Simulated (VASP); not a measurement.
# WS2 (R3m) in VASP: further runs

WS2 is run at these levels: PBE+D3(BJ); tasks: single point.

Program: VASP 6.6.1. These are calculated values, not measurements. Logs are shortened: lines on timing, memory, paths and dates and some standing lists are left out, and cuts for length are marked.

## 1. The cell of the first run

It takes space group R3m (No. 160, trigonal). Conventional cell: a = 3.246 Å, b = 3.246 Å, c = 17.138 Å, α = 90.00°, β = 90.00°, γ = 120.00°. W (site symmetry 3m) has 6 S at 2.39 Å and 6 W at 3.25 Å within 3.3 Å. Within 3.4 Å of S (site symmetry 3m) lie 3 W at 2.39 Å and 10 S at 2.98 to 3.32 Å. Within 3.4 Å of S (site symmetry 3m) lie 3 W at 2.39 Å and 10 S at 2.98 to 3.32 Å.

## 2. Single point, PBE+D3(BJ)

The input, INCAR:

```
PREC     = Accurate       # precision mode
ENCUT    = 520            # plane-wave cutoff, eV
EDIFF    = 1E-6           # SCF threshold, eV
ISMEAR   = 0              # smearing method
SIGMA    = 0.05           # smearing width, eV
LREAL    = False          # projectors in reciprocal space
LASPH    = True           # aspherical terms in the spheres
NELM     = 60             # most SCF steps
ALGO     = Normal         # electronic algorithm
ISIF     = 2              # what is computed and relaxed
LWAVE    = False          # write WAVECAR
LCHARG   = False          # write CHGCAR
GGA      = PE             # functional
IVDW     = 12             # dispersion correction
NBANDS   = 20             # bands
```

The input, KPOINTS:

```
Automatic mesh
0
Gamma
  12 12 12
```

The input, POSCAR:

```
WS2
1.0
    1.6230924360      0.9370928549      5.7127548619
   -1.6230924360      0.9370928549      5.7127548619
    0.0000000000     -1.8741857097      5.7127548619
W S
1 2
Direct
    0.9993445368      0.9993445368      0.9993445368
    0.7527776226      0.7527776226      0.7527776226
    0.5791778407      0.5791778407      0.5791778407
```

Potentials or basis: VASP PAW PBE potentials, release 64 (W_sv, S).

Started as:

```
$ cat potpaw_PBE.64/W_sv/POTCAR potpaw_PBE.64/S/POTCAR > POTCAR
$ mpirun -np 1 vasp_std > vasp.out
```

OUTCAR:

```text
PREC = Accurate
   ENCUT = 520
   EDIFF = 1E-6
   ISMEAR = 0
   LREAL = False
   LASPH = True
   NELM = 60
   ISIF = 2
   GGA = PE
   IVDW = 12
 IVDW          = 12

 ion  position               nearest neighbor table
   1  0.999  0.999  0.999-   2 2.39   2 2.39   2 2.39   3 2.39   3 2.39   3 2.39
   2  0.753  0.753  0.753-   1 2.39   1 2.39   1 2.39
   3  0.579  0.579  0.579-   1 2.39   1 2.39   1 2.39

  LATTYP: Found a trigonal (rhomboedric) cell.
 ALAT       =     6.0123323417
 COS(alpha) =     0.8542426226

  Lattice vectors:

 A1 = (   1.6230924360,   0.9370928549,   5.7127548619)
 A2 = (  -1.6230924360,   0.9370928549,   5.7127548619)
 A3 = (   0.0000000000,  -1.8741857097,   5.7127548619)

Analysis of symmetry for initial positions (statically):
=====================================================================
 Subroutine PRICEL returns:
 Original cell was already a primitive cell.

 Routine SETGRP: Setting up the symmetry group for a
 trigonal (rhombohedral) supercell.

 Subroutine GETGRP returns: Found  6 space group operations
 (whereof  6 operations were pure point group operations)
 out of a pool of 12 trial point group operations.

The static configuration has the point symmetry C_3v.

Analysis of symmetry for dynamics (positions and initial velocities):
=====================================================================
 Subroutine PRICEL returns:
 Original cell was already a primitive cell.

 Routine SETGRP: Setting up the symmetry group for a
 trigonal (rhombohedral) supercell.

 Subroutine GETGRP returns: Found  6 space group operations
 (whereof  6 operations were pure point group operations)
 out of a pool of 12 trial point group operations.

The dynamic configuration has the point symmetry C_3v.

 Subroutine INISYM returns: Found  6 space group operations
 (whereof  6 operations are pure point group operations),
 and found     1 'primitive' translations

----------------------------------------------------------------------------------------

                                     Primitive cell

  volume of cell :      52.1342

  direct lattice vectors                    reciprocal lattice vectors
     1.623092436  0.937092855  5.712754862     0.308053928  0.177855018  0.058348965
    -1.623092436  0.937092855  5.712754862    -0.308053928  0.177855018  0.058348965
     0.000000000 -1.874185710  5.712754862     0.000000000 -0.355710036  0.058348965

  length of vectors
     6.012332342  6.012332342  6.012332342     0.360463912  0.360463912  0.360463912

  position of ions in fractional coordinates (direct lattice)
     0.999344537  0.999344537  0.999344537
     0.752777623  0.752777623  0.752777623
     0.579177841  0.579177841  0.579177841

  ion indices of the primitive-cell ions
   primitive index   ion index
                 1           1
                 2           2
                 3           3

----------------------------------------------------------------------------------------

 KPOINTS: Automatic mesh

Automatic generation of k-mesh.
 Grid dimensions read from file:
 generate k-points for:   12   12   12

 Generating k-lattice:

  Cartesian coordinates                     Fractional coordinates (reciprocal lattice)
     0.025671161  0.014821252  0.004862414     0.083333333 -0.000000000 -0.000000000
    -0.025671161  0.014821252  0.004862414    -0.000000000  0.083333333 -0.000000000
     0.000000000 -0.029642503  0.004862414     0.000000000  0.000000000  0.083333333

  Length of vectors
     0.030038659  0.030038659  0.030038659

  Shift w.r.t. Gamma in fractional coordinates (k-lattice)
     0.000000000  0.000000000  0.000000000

 Subroutine IBZKPT returns following result:
 ===========================================

 Found    189 irreducible k-points:

 Following reciprocal coordinates:
            Coordinates               Weight
  0.000000  0.000000  0.000000      1.000000
  0.083333 -0.000000  0.000000      6.000000
  0.166667 -0.000000 -0.000000      6.000000
  0.250000 -0.000000 -0.000000      6.000000
  0.333333 -0.000000 -0.000000      6.000000
  0.416667 -0.000000 -0.000000      6.000000
[... 16 lines left out ...]
  0.500000  0.166667 -0.000000     12.000000
 -0.416667  0.166667  0.000000     12.000000
 [... further k-points ...]
   k-points           NKPTS =    189   k-points in BZ     NKDIM =    189   number of bands    NBANDS=     20
   number of dos      NEDOS =    301   number of ions     NIONS =      3
   total plane-waves  NPLWV = 110592
   dimension x,y,z NGX =    48 NGY =   48 NGZ =   48
   dimension x,y,z NGXF=    96 NGYF=   96 NGZF=   96
   ions per type =               1   2
   NGX,Y,Z   is equivalent  to a cutoff of  13.27, 13.27, 13.27 a.u.
   NGXF,Y,Z  is equivalent  to a cutoff of  26.54, 26.54, 26.54 a.u.
 SYSTEM =  unknown system
   PREC   = accura    normal or accurate (medium, high low for compatibility)
   ISTART =      0    job   : 0-new  1-cont  2-samecut
   ICHARG =      2    charge: 1-file 2-atom 10-const
   ISPIN  =      1    spin polarized calculation?
   LNONCOLLINEAR =      F non collinear calculations
   LSORBIT =      F    spin-orbit coupling
   LASPH  =      T    aspherical Exc in radial PAW
   ENCUT  =  520.0 eV  38.22 Ry    6.18 a.u.  11.18 11.18 11.18*2*pi/ulx,y,z
   NELM   =     60;   NELMIN=  2; NELMDL= -5     # of ELM steps
   EDIFF  = 0.1E-05   stopping-criterion for ELM
   LREAL  =      F    real-space projection
   EDIFFG = 0.1E-04   stopping-criterion for IOM
   NSW    =      0    number of steps for IOM
   IBRION =     -1    ionic relax: 0-MD 1-quasi-New 2-CG
   NFREE  =      0    steps in history (QN), initial steepest desc. (CG)
   ISIF   =      2    stress and relaxation
   ISYM   =      2    0-nonsym 1-usesym 2-fastsym
   POTIM  = 0.5000    time-step for ionic-motion
   TEBEG  =    0.0;   TEEND  =   0.0 temperature during run
   PSTRESS=    0.0 pullay stress
   NELECT =      26.0000    total number of electrons
   NUPDOWN=      -1.0000    fix difference up-down
   EMIN   =  10.00;   EMAX   =-10.00  energy-range for DOS
   EFERMI =   0.00;   METHOD = LEGACY
   ISMEAR =     0;   SIGMA  =   0.05  broadening in eV -4-tet -1-fermi 0-gaus
   EFERMI_NEDOS =   21; number of points for ismear=-14 and -15
   IALGO  =     38    algorithm
   IMIX   =      4    mixing-type and parameters
     AMIX     =   0.40;   BMIX     =  1.00
     AMIX_MAG =   1.60;   BMIX_MAG =  1.00
  volume/ion in A,a.u.               =      17.38       117.27
  Fermi-wavevector in a.u.,A,eV,Ry     =   1.298250  2.453337 22.931986  1.685453
  Thomas-Fermi vector in A             =   2.429591
   LORBIT       =      0    0 simple, 1 ext, 2 COOP (PROOUT), +10 PAW based schemes
   GGA     = PE    functional components
   LHFCALC =     F    Hartree Fock is set to
   AEXX    =    0.0000 exact exchange contribution
   IVDW    =    12    specifies the selected vdW correction
   LEPSILON=     F    determine dielectric tensor
   LRPA    =     F    only Hartree local field effects (RPA)
 non-spin polarized calculation
 Gauss-broadening in eV      SIGMA  =   0.05
  energy-cutoff  :      520.00
  volume of cell :       52.13
 maximum number of plane-waves:      1424
 NGX is ok and might be reduce to    48

 number of electron      25.9999999 magnetization

 Free energy of the ion-electron system (eV)
  ---------------------------------------------------
  ext. energy  EPLUGINS =         0.00000000
  ---------------------------------------------------
  free energy    TOTEN  =       -23.44544537 eV

  energy without entropy =      -23.44541381  energy(sigma->0) =      -23.44542959

 E-fermi :   8.3703     XC(G=0): -11.1120

 val. band max:        8.3253420657   @ k =   0.5000   0.5000   0.5000
 cond. band min:       8.4572419379   @ k =  -0.1667   0.5000   0.1667
 fundamental gap:      0.1318998722
 Fermi energy:         8.3703280474

 k-point     1 :       0.0000    0.0000    0.0000
  band No.  band energies     occupation
      1     -66.8973      2.00000
      2     -31.1128      2.00000
      3     -31.0470      2.00000
      4     -31.0470      2.00000
      5      -7.9369      2.00000
      6      -5.4829      2.00000
[... 12 lines left out ...]
     19      15.0964      0.00000
     20      17.2137      0.00000

 k-point     2 :       0.0833   -0.0000    0.0000
  band No.  band energies     occupation
      1     -66.8964      2.00000
      2     -31.1093      2.00000
      3     -31.0663      2.00000
      4     -31.0515      2.00000
      5      -7.8261      2.00000
      6      -5.4680      2.00000
[... 12 lines left out ...]
     19      15.5353      0.00000
     20      16.8979      0.00000

 k-point     3 :       0.1667   -0.0000   -0.0000
  band No.  band energies     occupation
      1     -66.8940      2.00000
      2     -31.1186      2.00000
      3     -31.0998      2.00000
      4     -31.0637      2.00000
      5      -7.5104      2.00000
      6      -5.4245      2.00000
[... 12 lines left out ...]
     19      15.9607      0.00000
     20      16.7511      0.00000

 k-point     4 :       0.2500   -0.0000   -0.0000
  band No.  band energies     occupation
      1     -66.8908      2.00000
      2     -31.1893      2.00000
      3     -31.0868      2.00000
      4     -31.0803      2.00000
      5      -7.0414      2.00000
      6      -5.3589      2.00000
[... 429 lines left out ...]
 k-point    23 :       0.5000    0.1667   -0.0000
  band No.  band energies     occupation
      1     -66.8844      2.00000
      2     -31.2932      2.00000
      3     -31.1493      2.00000
      4     -31.0607      2.00000
      5      -5.8722      2.00000
      6      -5.2309      2.00000
[... 12 lines left out ...]
     19      15.7484      0.00000
     20      16.2055      0.00000

 k-point    24 :      -0.4167    0.1667    0.0000
  band No.  band energies     occupation
      1     -66.8837      2.00000
      2     -31.3055      2.00000
      3     -31.1569      2.00000
      4     -31.0577      2.00000
      5      -5.7310      2.00000
      6      -5.1853      2.00000
[... 12 lines left out ...]
     19      15.7930      0.00000
     20      16.2709      0.00000

 [... further k-points ...]

------------------------ aborting loop because EDIFF is reached ----------------------------------------

 Edisp (eV)   -1.31324

 E8    (eV) :    -0.5526

  FORCE on cell =-STRESS in cart. coord.  units (eV):
  Direction    XX          YY          ZZ          XY          YZ          ZX
  --------------------------------------------------------------------------------------
  -------------------------------------------------------------------------------------
  Total      -1.32953    -1.32953     3.64140     0.00000     0.00000     0.00000
  in kB     -40.85878   -40.85878   111.90660     0.00000     0.00000     0.00000
  external pressure =       10.06 kB  Pullay stress =        0.00 kB

 VOLUME and BASIS-vectors are now :
 -----------------------------------------------------------------------------
  energy-cutoff  :      520.00
  volume of cell :       52.13
      direct lattice vectors                 reciprocal lattice vectors
     1.623092436  0.937092855  5.712754862     0.308053928  0.177855018  0.058348965
    -1.623092436  0.937092855  5.712754862    -0.308053928  0.177855018  0.058348965
     0.000000000 -1.874185710  5.712754862     0.000000000 -0.355710036  0.058348965

 POSITION                                       TOTAL-FORCE (eV/Angst)
 -----------------------------------------------------------------------------------
      0.00000      0.00000     17.12703         0.000000      0.000000      0.001635
      0.00000      0.00000     12.90130         0.000000      0.000000      1.034146
      0.00000      0.00000      9.92610         0.000000     -0.000000     -1.035781
 -----------------------------------------------------------------------------------
    total drift:                               -0.000000     -0.000000     -0.000259

  FREE ENERGIE OF THE ION-ELECTRON SYSTEM (eV)
  ---------------------------------------------------
  free  energy   TOTEN  =       -24.7586886307 eV

  energy  without entropy=      -24.7586570657  energy(sigma->0) =      -24.75867285
```

Run time: 6.1 min. Hardware: 1 thread of AMD EPYC 9R45 (Zen 5), shared host; peak memory 0.41 GiB.

Results:

```
Free energy                : -24.7587 eV
Pressure                   : 1.0 GPa
Largest force              : 1.036 eV/Å
Band gap on the k mesh     : 0.13 eV (least direct gap 1.43 eV)
Dispersion energy per atom : -0.438 eV
```

Forces on the atoms (eV/Å):
```
W    0.000  0.000  0.002
S    0.000  0.000  1.034
S    0.000  0.000 -1.036
```

Levels at points of the mesh, in eV from the valence-band top:
```tsv
k point	band 10	band 11	band 12	band 13	band 14	band 15	band 16	band 17
(0.00, 0.00, 0.00)	-3.28	-3.28	-1.23	-1.11	1.43	1.43	2.07	2.07
(0.50, 0.00, 0.00)	-5.00	-2.71	-2.66	-2.13	1.37	1.77	3.01	3.26
(0.50, 0.50, 0.00)	-4.83	-3.44	-3.06	-2.05	1.27	1.81	2.64	4.08
(0.50, 0.50, 0.50)	-4.13	-3.20	-3.20	0.00	1.60	1.60	1.80	1.80
```

Caveat: spin-orbit coupling is left out, which moves the levels of the heavy elements; forces of over 1 eV/Å act on the atoms, so gaps and moduli don't describe the material at rest. A k mesh can miss the band edges.

## 3. Single point, PBE+D3(BJ)

This run uses another cell than the first one, of the same volume but with other edges.

The input, INCAR:

```
  PREC = Accurate
  ENCUT = 520
  EDIFF = 1E-6
  ISMEAR = 0
  SIGMA = 0.05
  LREAL = False
  LASPH = True
  NELM = 60
  ALGO = Normal
  ISIF = 2
  LWAVE = False
  LCHARG = False
  GGA = PE
  IVDW = 12
  NBANDS = 20
```

The input, KPOINTS:

```
regular mesh
0
Gamma
  12 12 12
```

The input, POSCAR:

```
WS2
1.0
    1.5292376009      0.8829057405      6.4354980117
   -1.5292376009      0.8829057405      6.4354980117
    0.0000000000     -1.7658114810      6.4354980117
W S
1 2
Direct
    0.9993445368      0.9993445368      0.9993445368
    0.7527776226      0.7527776226      0.7527776226
    0.5791778407      0.5791778407      0.5791778407
```

Potentials or basis: VASP PAW PBE potentials, release 64 (W_sv, S).

Started as:

```
$ cat potpaw_PBE.64/W_sv/POTCAR potpaw_PBE.64/S/POTCAR > POTCAR
$ mpirun -np 1 vasp_std > vasp.out
```

It took 7 min on 1 thread of AMD EPYC 9R45 (Zen 5), shared host; peak memory 0.43 GiB.

It converged, with:

- Free energy: -24.7045 eV
- Pressure: -0.8 GPa
- Largest force: 1.169 eV/Å
- Band gap on the k mesh: 1.19 eV (least direct gap 2.05 eV)
- Dispersion energy per atom: -0.436 eV

Forces on the atoms (eV/Å):
```
W    0.000  0.000 -0.003
S    0.000  0.000 -1.166
S    0.000  0.000  1.169
```

Stress tensor (GPa, compression positive):
```
  5.60   0.00   0.00
  0.00   5.60   0.00
  0.00   0.00 -13.50
```

Levels at points of the mesh, in eV from the valence-band top:
| k point | band 10 | band 11 | band 12 | band 13 | band 14 | band 15 | band 16 | band 17 |
| --- | --- | --- | --- | --- | --- | --- | --- | --- |
| (0.00, 0.00, 0.00) | -1.56 | -1.34 | -0.97 | -0.97 | 3.06 | 3.06 | 3.13 | 3.13 |
| (0.50, 0.00, 0.00) | -3.03 | -2.42 | -1.24 | -0.69 | 3.04 | 3.53 | 4.25 | 4.33 |
| (0.50, 0.50, 0.00) | -2.97 | -2.96 | -1.02 | -0.88 | 3.30 | 3.50 | 3.83 | 4.75 |
| (0.50, 0.50, 0.50) | -2.24 | -0.95 | -0.95 | -0.06 | 2.95 | 2.95 | 3.21 | 3.21 |

Caveat: spin-orbit coupling is left out, which moves the levels of the heavy elements; forces of over 1 eV/Å act on the atoms, so gaps and moduli don't describe the material at rest. A k mesh can miss the band edges.
